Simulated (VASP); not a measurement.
A run of VASP 6.6.1 is set up as follows.

The input POSCAR:

```
Al
1.0
    0.0000000000      1.9967029009     -1.9967029009
   -1.9967029009      0.0000000000      1.9967029009
    3.9934058018      3.9934058018      3.9934058018
Al
3
Direct
    0.0000000000      0.0000000000      0.0000000000
    0.3333333330      0.6666666670      0.3333333330
    0.6666666670      0.3333333330      0.6666666670
```

The input INCAR.step1:

```
PREC = Accurate
ENCUT = 520
ISMEAR = -1
SIGMA = 0.08
LREAL = F
LASPH = T
NELM = 100
NBANDS = 12
GGA = PE
ALGO = Normal
EDIFF = 1E-4
LWAVE = T
LCHARG = F
```

The input INCAR.step2:

```
PREC = Accurate
ENCUT = 520
EDIFF = 1E-6
ISMEAR = -1
SIGMA = 0.08
LREAL = F
LASPH = T
NELM = 100
ALGO = Normal
ISIF = 2
LWAVE = F
LCHARG = F
METAGGA = R2SCAN
LMIXTAU = T
NBANDS = 12
ISTART = 1
```

File KPOINTS:

```
Automatic mesh
0
Gamma
  17 17 6
```

Potentials or basis: VASP PAW PBE potentials, release 64 (Al).

Run with:

```sh
$ cat potpaw_PBE.64/Al/POTCAR > POTCAR
$ cp INCAR.step1 INCAR
$ mpirun -np 1 vasp_std > vasp.out
$ cp INCAR.step2 INCAR
$ mpirun -np 1 vasp_std > vasp.out
```

Q: What does it give for the pressure?

A: -0.3 GPa.

Q: Predict the band gap on the k mesh.

A: Zero (an odd number of electrons rules out a gap without spin polarisation).

Caveat: the PAW data sets were made with another functional, which shifts forces and pressure a little.
